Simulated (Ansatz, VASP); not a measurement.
Two plane-wave programs on Si

INCAR

```
SYSTEM = Si
PREC = Accurate ; ENCUT = 520
EDIFF = 1E-7 ; ISMEAR = 0
SIGMA = 0.15 ; LREAL = .FALSE.
LASPH = .TRUE. ; NELM = 100
ALGO = Normal ; ISIF = 2
LWAVE = .FALSE. ; LCHARG = .FALSE.
NBANDS = 8
```

The input KPOINTS:

```
Automatic mesh
0
G
  24 24 24
  0 0 0
```

File POSCAR:

```
Si
1.0
    2.6476187667      0.0000000000      0.0000000000
   -1.3238093834      2.2251345171      0.0000000000
    0.0000000000      0.0000000000      2.4707612611
Si
1
Direct
    0.0000000000      0.0000000000      0.0000000000
```

Input for Ansatz:

```yaml
crystal:
  lattice:
    - [2.6476187667, 0.0, 0.0]
    - [-1.3238093834, 2.2251345171, 0.0]
    - [0.0, 0.0, 2.4707612611]
  atoms:
    - { symbol: Si, position: [0.0, 0.0, 0.0] }
basis:
  ecutwfc: 420
kpoints:
  mp_grid: { grid: [24, 24, 24] }
hamiltonian:
  xc: lda
scf:
  occupations: { method: gaussian, width: 0.15 }
output:
  forces: true
  stress: true
  eigenvalues: true
```

Change from the starting cell: strain +0.0150 x Voigt [1, -1, 0, 0, 0, 0], atoms carried along.

Alike in both runs: task single point; functional LDA; k mesh 24 × 24 × 24; occupations gaussian, width 0.15 eV; no spin polarisation.

|  | VASP | Ansatz |
| --- | --- | --- |
| version | VASP 6.6.1 | Ansatz 0.2.0 |
| potentials or method | VASP PAW LDA potentials, release 64 (Si), cutoff 520 eV | scalar-relativistic, plane waves, PAW |
| valence electrons in the cell | 4 | 4 |

|  | VASP | Ansatz | Ansatz less VASP |
| --- | --- | --- | --- |
| gap on the k mesh at the Fermi level (eV) | none | none | - |
| pressure (GPa) | 0.2 | 0.1 | -0.09 |
| traceless stress, the component that is largest in VASP (GPa) | -1.92 | -1.94 | -0.014 |

LDA's correlation is that of Perdew and Zunger in VASP and of Perdew and Wang (1992) in Ansatz. A gap of «none» marks a metal or a gap that the smearing closes.
